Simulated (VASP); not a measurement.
CaB3, 8 atoms in the cell. The typed cell holds 8 atoms: a = 6.001 Å, b = 5.823 Å, c = 3.040 Å, α = 90.00°, β = 90.00°, γ = 90.00°. The cell was generated, and may not be a known phase.

* Program: VASP 6.6.1
* Task: single point
* Functional: PBE
* Potentials or basis: VASP PAW PBE potentials, release 64 (Ca_sv, B)
* Cutoff: 520 eV
* k mesh: 4 × 4 × 6
* Occupations: gaussian, width 0.1 eV
* Spin: no spin polarisation
* Dipole correction: no
* Further INCAR settings: ALGO = Normal; EDIFF = 1e-06; NBANDS = 29

Potentials or basis: VASP PAW PBE potentials, release 64 (Ca_sv, B).

The run is started by

```bash
$ cat potpaw_PBE.64/Ca_sv/POTCAR potpaw_PBE.64/B/POTCAR > POTCAR
$ mpirun -np 1 vasp_std > vasp.out
```

Hardware: 1 thread of Oxide Virtual Turin-like Processor, with other jobs on the host.

Question: Estimate the wall time of this run.

Answer: Run time: 64 s on 1 thread of Oxide Virtual Turin-like Processor, with other jobs on the host, peak memory 0.24 GiB. Counts: scf iterations 13, k points 36.
